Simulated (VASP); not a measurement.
# Cd (Pm-3m) in VASP: further runs

Cd is run at these levels: PBE; tasks: single point.

All numbers are computed with VASP 6.6.1; they aren't measurements. Logs are shortened: lines on timing, memory, paths and dates and some standing lists are left out, and cuts for length are marked.

## 1. The cell of the first run

It takes space group Pm-3m (No. 221, cubic). The conventional cell has a = 2.208 Å, b = 2.208 Å, c = 2.208 Å, α = 90.00°, β = 90.00°, γ = 90.00°. Within 2.9 Å of Cd (site symmetry m-3m) lie 6 Cd at 2.21 Å.

This isn't the form of Cd at room conditions, which is hcp.

## 2. Single point, PBE (10.76 Å³/atom)

The input, INCAR:

```
SYSTEM = Cd
ALGO = Normal ; EDIFF = 1E-6
ENCUT = 520 ; GGA = PE
ISIF = 2 ; ISMEAR = -1
LASPH = .TRUE. ; LCHARG = .TRUE.
LELF = .TRUE. ; LREAL = .FALSE.
LVHAR = .TRUE. ; LWAVE = .FALSE.
NBANDS = 12 ; NELM = 80
PREC = Accurate ; SIGMA = 0.08
```

The input, KPOINTS:

```
k-points
0
G
  14 14 14
  0 0 0
```

The input, POSCAR:

```
Cd
1.0
    2.2077535084      0.0000000000      0.0000000000
    0.0000000000      2.2077535084      0.0000000000
    0.0000000000      0.0000000000      2.2077535084
Cd
1
Direct
    0.0000000000      0.0000000000      0.0000000000
```

Potentials or basis: VASP PAW PBE potentials, release 64 (Cd).

Run with:

```
cat potpaw_PBE.64/Cd/POTCAR > POTCAR
mpirun -np 1 vasp_std > vasp.out
```

OUTCAR:

```text
SYSTEM = Cd
   EDIFF = 1E-6
   ENCUT = 520
   GGA = PE
   ISIF = 2
   ISMEAR = -1
   LASPH = .TRUE.
   LREAL = .FALSE.
   NELM = 80
   PREC = Accurate

 ion  position               nearest neighbor table
   1  0.000  0.000  0.000-

  LATTYP: Found a simple cubic cell.
 ALAT       =     2.2077535084

  Lattice vectors:

 A1 = (   2.2077535084,   0.0000000000,   0.0000000000)
 A2 = (   0.0000000000,   2.2077535084,   0.0000000000)
 A3 = (   0.0000000000,   0.0000000000,   2.2077535084)

Analysis of symmetry for initial positions (statically):
=====================================================================
 Subroutine PRICEL returns:
 Original cell was already a primitive cell.

 Routine SETGRP: Setting up the symmetry group for a
 simple cubic supercell.

 Subroutine GETGRP returns: Found 48 space group operations
 (whereof 48 operations were pure point group operations)
 out of a pool of 48 trial point group operations.

The static configuration has the point symmetry O_h .

Analysis of symmetry for dynamics (positions and initial velocities):
=====================================================================
 Subroutine PRICEL returns:
 Original cell was already a primitive cell.

 Routine SETGRP: Setting up the symmetry group for a
 simple cubic supercell.

 Subroutine GETGRP returns: Found 48 space group operations
 (whereof 48 operations were pure point group operations)
 out of a pool of 48 trial point group operations.

The dynamic configuration has the point symmetry O_h .

 Subroutine INISYM returns: Found 48 space group operations
 (whereof 48 operations are pure point group operations),
 and found     1 'primitive' translations

----------------------------------------------------------------------------------------

                                     Primitive cell

  volume of cell :      10.7610

  direct lattice vectors                    reciprocal lattice vectors
     2.207753508  0.000000000  0.000000000     0.452949116  0.000000000  0.000000000
     0.000000000  2.207753508  0.000000000     0.000000000  0.452949116  0.000000000
     0.000000000  0.000000000  2.207753508     0.000000000  0.000000000  0.452949116

  length of vectors
     2.207753508  2.207753508  2.207753508     0.452949116  0.452949116  0.452949116

  position of ions in fractional coordinates (direct lattice)
     0.000000000  0.000000000  0.000000000

  ion indices of the primitive-cell ions
   primitive index   ion index
                 1           1

----------------------------------------------------------------------------------------

 KPOINTS: k-points

Automatic generation of k-mesh.
 Grid dimensions read from file:
 generate k-points for:   14   14   14

 Generating k-lattice:

  Cartesian coordinates                     Fractional coordinates (reciprocal lattice)
     0.032353508  0.000000000  0.000000000     0.071428571  0.000000000  0.000000000
     0.000000000  0.032353508  0.000000000     0.000000000  0.071428571  0.000000000
     0.000000000  0.000000000  0.032353508     0.000000000  0.000000000  0.071428571

  Length of vectors
     0.032353508  0.032353508  0.032353508

  Shift w.r.t. Gamma in fractional coordinates (k-lattice)
     0.000000000  0.000000000  0.000000000

 Subroutine IBZKPT returns following result:
 ===========================================

 Found    120 irreducible k-points:

 Following reciprocal coordinates:
            Coordinates               Weight
  0.000000  0.000000  0.000000      1.000000
  0.071429  0.000000  0.000000      6.000000
  0.142857  0.000000  0.000000      6.000000
  0.214286  0.000000  0.000000      6.000000
  0.285714  0.000000  0.000000      6.000000
  0.357143  0.000000  0.000000      6.000000
[... 16 lines left out ...]
  0.285714  0.214286  0.000000     24.000000
  0.357143  0.214286  0.000000     24.000000
 [... further k-points ...]
   k-points           NKPTS =    120   k-points in BZ     NKDIM =    120   number of bands    NBANDS=     12
   number of dos      NEDOS =    301   number of ions     NIONS =      1
   total plane-waves  NPLWV =   4096
   dimension x,y,z NGX =    16 NGY =   16 NGZ =   16
   dimension x,y,z NGXF=    32 NGYF=   32 NGZF=   32
   ions per type =               1
   NGX,Y,Z   is equivalent  to a cutoff of  12.05, 12.05, 12.05 a.u.
   NGXF,Y,Z  is equivalent  to a cutoff of  24.10, 24.10, 24.10 a.u.
 SYSTEM =  Cd
   PREC   = accura    normal or accurate (medium, high low for compatibility)
   ISTART =      0    job   : 0-new  1-cont  2-samecut
   ICHARG =      2    charge: 1-file 2-atom 10-const
   ISPIN  =      1    spin polarized calculation?
   LNONCOLLINEAR =      F non collinear calculations
   LSORBIT =      F    spin-orbit coupling
   LASPH  =      T    aspherical Exc in radial PAW
   ENCUT  =  520.0 eV  38.22 Ry    6.18 a.u.   4.10  4.10  4.10*2*pi/ulx,y,z
   NELM   =     80;   NELMIN=  2; NELMDL= -5     # of ELM steps
   EDIFF  = 0.1E-05   stopping-criterion for ELM
   LREAL  =      F    real-space projection
   EDIFFG = 0.1E-04   stopping-criterion for IOM
   NSW    =      0    number of steps for IOM
   IBRION =     -1    ionic relax: 0-MD 1-quasi-New 2-CG
   NFREE  =      0    steps in history (QN), initial steepest desc. (CG)
   ISIF   =      2    stress and relaxation
   ISYM   =      2    0-nonsym 1-usesym 2-fastsym
   POTIM  = 0.5000    time-step for ionic-motion
   TEBEG  =    0.0;   TEEND  =   0.0 temperature during run
   PSTRESS=    0.0 pullay stress
   NELECT =      12.0000    total number of electrons
   NUPDOWN=      -1.0000    fix difference up-down
   EMIN   =  10.00;   EMAX   =-10.00  energy-range for DOS
   EFERMI =   0.00;   METHOD = LEGACY
   ISMEAR =    -1;   SIGMA  =   0.08  broadening in eV -4-tet -1-fermi 0-gaus
   EFERMI_NEDOS =   21; number of points for ismear=-14 and -15
   IALGO  =     38    algorithm
   IMIX   =      4    mixing-type and parameters
     AMIX     =   0.40;   BMIX     =  1.00
     AMIX_MAG =   1.60;   BMIX_MAG =  1.00
  volume/ion in A,a.u.               =      10.76        72.62
  Fermi-wavevector in a.u.,A,eV,Ry     =   1.697662  3.208117 39.212774  2.882058
  Thomas-Fermi vector in A             =   2.778303
   LORBIT       =      0    0 simple, 1 ext, 2 COOP (PROOUT), +10 PAW based schemes
   GGA     = PE    functional components
   LHFCALC =     F    Hartree Fock is set to
   AEXX    =    0.0000 exact exchange contribution
   IVDW    =     0    specifies the selected vdW correction
   LEPSILON=     F    determine dielectric tensor
   LRPA    =     F    only Hartree local field effects (RPA)
 non-spin polarized calculation
  energy-cutoff  :      520.00
  volume of cell :       10.76
 maximum number of plane-waves:       304
   NGX =  9   NGY =  9   NGZ =  9

 number of electron      11.9999995 magnetization

 Free energy of the ion-electron system (eV)
  ---------------------------------------------------
  ext. energy  EPLUGINS =         0.00000000
  ---------------------------------------------------
  free energy    TOTEN  =         6.41992614 eV

  energy without entropy =        6.42720873  energy(sigma->0) =        6.42356744

 E-fermi :  11.4609     XC(G=0): -15.1916

 val. band max:       11.4257478869   @ k =   0.4286   0.3571   0.2857
 cond. band min:      11.4866891391   @ k =   0.4286   0.1429   0.0000
 fundamental gap:      0.0609412522
 Fermi energy:        11.4609161573

 k-point     1 :       0.0000    0.0000    0.0000
  band No.  band energies     occupation
      1      -5.9148      2.00000
      2      -5.9148      2.00000
      3      -5.1643      2.00000
      4       1.1747      2.00000
      5       1.1747      2.00000
      6       1.1747      2.00000
      7      26.7000      0.00000
      8      26.7000      0.00000
      9      26.7000      0.00000
     10      34.0099      0.00000
     11      34.0099      0.00000
     12      35.9112      0.00000

 k-point     2 :       0.0714    0.0000    0.0000
  band No.  band energies     occupation
      1      -5.8815      2.00000
      2      -5.7500      2.00000
      3      -4.9528      2.00000
      4       1.0369      2.00000
      5       1.0369      2.00000
      6       1.1860      2.00000
      7      25.0907      0.00000
      8      27.0068      0.00000
      9      27.0068      0.00000
     10      33.6809      0.00000
     11      34.6618      0.00000
     12      37.1331      0.00000

 k-point     3 :       0.1429    0.0000    0.0000
  band No.  band energies     occupation
      1      -5.7874      2.00000
      2      -5.4016      2.00000
      3      -4.2060      2.00000
      4       0.6622      2.00000
      5       0.6622      2.00000
      6       1.2177      2.00000
      7      22.0827      0.00000
      8      27.8865      0.00000
      9      27.8865      0.00000
     10      32.8034      0.00000
     11      34.9110      0.00000
     12      40.6384      0.00000
[... 286 lines left out ...]
 k-point    23 :       0.2857    0.2143    0.0000
  band No.  band energies     occupation
      1      -4.8500      2.00000
      2      -3.1385      2.00000
      3      -2.6031      2.00000
      4      -0.2572      2.00000
      5       0.3631      2.00000
      6       1.3350      2.00000
      7      17.3077      0.00000
      8      22.2664      0.00000
      9      31.6932      0.00000
     10      33.2740      0.00000
     11      36.5973      0.00000
     12      43.1271      0.00000

 k-point    24 :       0.3571    0.2143    0.0000
  band No.  band energies     occupation
      1      -4.6621      2.00000
      2      -3.4196      2.00000
      3      -2.1549      2.00000
      4      -0.6970      2.00000
      5       0.4225      2.00000
      6       3.1418      2.00000
      7      14.4730      0.00000
      8      23.5532      0.00000
      9      30.7822      0.00000
     10      34.5892      0.00000
     11      35.0870      0.00000
     12      42.7469      0.00000

 [... further k-points ...]

------------------------ aborting loop because EDIFF is reached ----------------------------------------

  FORCE on cell =-STRESS in cart. coord.  units (eV):
  Direction    XX          YY          ZZ          XY          YZ          ZX
  --------------------------------------------------------------------------------------
  -------------------------------------------------------------------------------------
  Total       24.2631802     24.2631802     24.2631802      0.0000000      0.0000000     -0.0000000
  in kB     3612.4891853   3612.4891853   3612.4891853      0.0000000      0.0000000     -0.0000000
  external PRESSURE =    3612.4891853 kB  Pullay stress =       0.0000000 kB

 VOLUME and BASIS-vectors are now :
 -----------------------------------------------------------------------------
  energy-cutoff  :      520.00
  volume of cell :       10.76
      direct lattice vectors                 reciprocal lattice vectors
     2.207753508  0.000000000  0.000000000     0.452949116  0.000000000  0.000000000
     0.000000000  2.207753508  0.000000000     0.000000000  0.452949116  0.000000000
     0.000000000  0.000000000  2.207753508     0.000000000  0.000000000  0.452949116

 POSITION                                       TOTAL-FORCE (eV/Angst)
 -----------------------------------------------------------------------------------
      0.00000      0.00000      0.00000         0.000000      0.000000      0.000000
 -----------------------------------------------------------------------------------
    total drift:                                0.000000      0.000000     -0.000000

  FREE ENERGIE OF THE ION-ELECTRON SYSTEM (eV)
  ---------------------------------------------------
  free  energy   TOTEN  =         6.4199261429 eV

  energy  without entropy=        6.4272087275  energy(sigma->0) =        6.42356744
```

It took 7 s on 1 thread of AMD EPYC 7R13 (Zen 3), shared host; peak memory 0.09 GiB.

What came out:

```yaml
Free_energy: 6.4199 eV
Pressure: 361.2 GPa
Band_gap_on_the_k_mesh: zero (bands 6 and 7 overlap by 7.59 eV)
```

Caveat: the cell stands under pressure.

[end of part 1 of 3]
